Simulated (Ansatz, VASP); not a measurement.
W in VASP and in Ansatz

The input INCAR:

```
PREC = Accurate
ENCUT = 520
EDIFF = 1E-6
ISMEAR = -1
SIGMA = 0.1
LREAL = F
LASPH = T
NELM = 80
ALGO = Normal
ISIF = 2
LWAVE = F
LCHARG = F
GGA = PE
NBANDS = 13
```

KPOINTS

```
Automatic mesh
0
Gamma
  23 23 23
```

POSCAR

```
W
1.0
   -1.5921723362      1.5921723362      1.5921723362
    1.5921723362     -1.5921723362      1.5921723362
    1.5921723362      1.5921723362     -1.5921723362
W
1
Direct
    0.0000000000      0.0000000000      0.0000000000
```

Input for Ansatz:

```yaml
crystal:
  lattice:
    - [-1.5921723362, 1.5921723362, 1.5921723362]
    - [1.5921723362, -1.5921723362, 1.5921723362]
    - [1.5921723362, 1.5921723362, -1.5921723362]
  atoms:
    - { symbol: W, position: [0.0, 0.0, 0.0] }
hamiltonian:
  xc: pbe
  pseudopotentials:
    kind: paw
    azcp:
      W: "pseudopotentials/W.paw.azcp"
basis:
  ecutwfc: 420
  fft_grid_basis: typed
kpoints:
  mp_grid: { grid: [23, 23, 23], shift: [0, 0, 0] }
magnetization:
  spin_polarized: false
scf:
  occupations: { method: fermi_dirac, width: 0.1 }
  lower_state_search: "off"
output:
  stress: true
```

Alike in both runs: task single point; functional PBE; k mesh 23 × 23 × 23; occupations fermi-dirac, width 0.1 eV; no spin polarisation.

|  | VASP | Ansatz |
| --- | --- | --- |
| version | VASP 6.6.1 | Ansatz 0.2.0 |
| potentials or method | VASP PAW PBE potentials, release 64 (W_sv), cutoff 520 eV | plane waves (420 eV) with PAW, scalar-relativistic |
| valence electrons in the cell | 14 | 14 |

```csv
,VASP,Ansatz,Ansatz less VASP
pressure (GPa),0.3,-0.2,-0.49
```

Spin-orbit coupling is off throughout.
